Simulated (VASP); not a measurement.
Runs of VASP 6.6.1 on Pt. The structure is that of space group Im-3m (No. 229), or close to it. The cells are those of the table. 

| cell | gap on the mesh (eV) | pressure (GPa) |
| --- | --- | --- |
| a = 2.833 Å, angles 109.5°, 1 atom | none | -18.2 |
| a = 2.697 Å, angles 109.5°, 1 atom | none | 12.3 |
| a = 2.767 Å, angles 109.5°, 1 atom | none | (c) |
| a = 2.789 Å, angles 109.5°, 1 atom | none | -11.1 |
| a = 2.811 Å, angles 109.5°, 1 atom | none | (b) |
| a = 2.721 Å, angles 109.5°, 1 atom | none | 4.9 |
| a = 2.744 Å, angles 109.5°, 1 atom | none | -1.3 |
| a = 2.674 Å, angles 109.5°, 1 atom | none | (a) |

Alike in all rows: task single point; level PBE; potentials or basis VASP PAW PBE potentials, release 64 (Pt); no spin polarisation; k mesh 10 × 10 × 10; cutoff (eV) 500; smearing fermi-dirac 0.1 eV.

Q: Estimate the missing entries.

A: (a) 20.8; (b) -15.0; (c) -6.6.

Caveats: spin-orbit coupling is left out, which moves the levels of the heavy elements.

A k mesh can miss the band edges, and the runs leave out spin-orbit coupling on Pt.

A gap of «none» marks levels without a gap at the run's occupations.
